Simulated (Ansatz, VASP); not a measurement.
## Sb: VASP beside Ansatz

```
Sb
1.0
     2.11022    1.21834    3.68128
    -2.11022    1.21834    3.68128
     0.00000   -2.43668    3.68128
Sb
2
Direct
  0.76651 0.76651 0.76651
  0.23349 0.23349 0.23349
```

Alike in both runs: task single point; functional LDA; k mesh 8 × 8 × 8; occupations fermi-dirac, width 0.05 eV; no spin polarisation.

|  | VASP | Ansatz |
| --- | --- | --- |
| version | VASP 6.6.1 | Ansatz 0.2.0 |
| potentials or method | VASP PAW LDA potentials, release 64 (Sb_d_GW) | Ansatz PAW |
| plane-wave cutoff (eV) | 500 | 420 |
| valence electrons in the cell | 30 | 30 |

```tsv
	VASP	Ansatz	Ansatz less VASP
gap on the k mesh at the Fermi level (eV)	none	none	-
pressure (GPa)	2.7	2.7	+0.05
traceless stress, the component that is largest in VASP (GPa)	-0.82	-0.80	+0.022
rms of the force components (eV/Å)	0.208	0.201	-0.0069
```

LDA's correlation is that of Perdew and Zunger in VASP and of Perdew and Wang (1992) in Ansatz. Atom by atom the forces differ by 0.007 eV/Å (rms over components). A gap of «none» marks a metal or a gap that the smearing closes.

Neither program's run includes spin-orbit coupling.
